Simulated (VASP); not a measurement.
C: single point with PBE+D3(BJ)

Slab: C, a slab with vacuum.

```
CELL_PARAMETERS angstrom
2.56600 0.00000 0.00000
-1.28300 2.22222 0.00000
0.00000 0.00000 26.00242
ATOMIC_POSITIONS crystal
C 0.66667 0.33333 0.50550
C 0.33333 0.66667 0.49450
```

```yaml
Program: VASP 6.6.1
Task: single point
Functional: PBE
Dispersion: D3(BJ)
Potentials_or_basis: VASP PAW PBE potentials, release 64 (C)
Cutoff: 520 eV
k_mesh: 21 × 21 × 1
Occupations: gaussian, width 0.1 eV
Spin: no spin polarisation
Dipole_correction: yes
Further_INCAR_settings: ALGO = Normal; EDIFF = 1e-06; NBANDS = 11
```

```json
{"Largest force": "4.711 eV/Å", "Band gap on the k mesh": "zero (filled and empty bands touch)", "Dispersion energy per atom": "-0.085 eV"}
```

Forces in eV/Å, atoms in the order of the input:
```
C    0.000  0.000 -4.711
C    0.000  0.000  4.711
```

Levels at points of the mesh, in eV from the Fermi level:
```tsv
k point	band 1	band 2	band 3	band 4	band 5	band 6	band 7	band 8	band 9
(0.00, 0.00, 0.00)	-18.17	-6.54	-2.28	-2.28	3.31	4.58	4.83	5.32	5.47
```

It took 45 s on 1 thread of Intel(R) Xeon(R) 6975P-C (Granite Rapids), on a shared host, peak memory 0.28 GiB.
